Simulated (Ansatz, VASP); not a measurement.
# One calculation of NaH6Os2, two programs

```
Na H Os
1.0
     0.00000    3.53476    3.53476
     3.53476    0.00000    3.53476
     3.53476    3.53476    0.00000
Na H Os
1 6 2
Cartesian
  3.5348 3.5348 3.5348
  1.6773 3.5348 3.5348
  5.3922 3.5348 3.5348
  3.5348 1.6773 3.5348
  3.5348 5.3922 3.5348
  3.5348 3.5348 1.6773
  3.5348 3.5348 5.3922
  5.3021 5.3021 5.3021
  0.0000 0.0000 0.0000
```

Alike in both runs: task single point; functional PBE; k mesh 4 × 4 × 4; occupations gaussian, width 0.1 eV; no spin polarisation.

|  | VASP | Ansatz |
| --- | --- | --- |
| version | VASP 6.6.1 | Ansatz 0.2.0 |
| potentials or method | VASP PAW PBE potentials, release 64 (Na_pv, H, Os), cutoff 520 eV | scalar-relativistic, plane waves, PAW |
| valence electrons in the cell | 29 | 47 |

|  | VASP | Ansatz | Ansatz less VASP |
| --- | --- | --- | --- |
| gap on the k mesh at the Fermi level (eV) | none | none | - |
| pressure (GPa) | -4.4 | -4.5 | -0.15 |
| rms of the force components (eV/Å) | 0.075 | 0.086 | +0.0116 |

Atom by atom the forces differ by 0.012 eV/Å (rms over components). A gap of «none» marks a metal or a gap that the smearing closes. The functional is the same, so the differences come from potentials, cutoffs and numerics. VASP's potentials hold 29 valence electrons a cell and Ansatz's 47, so a difference there can come from the potentials and not from the codes.

The k mesh is coarse, so the values compare programs but aren't converged. Spin-orbit coupling is off throughout.
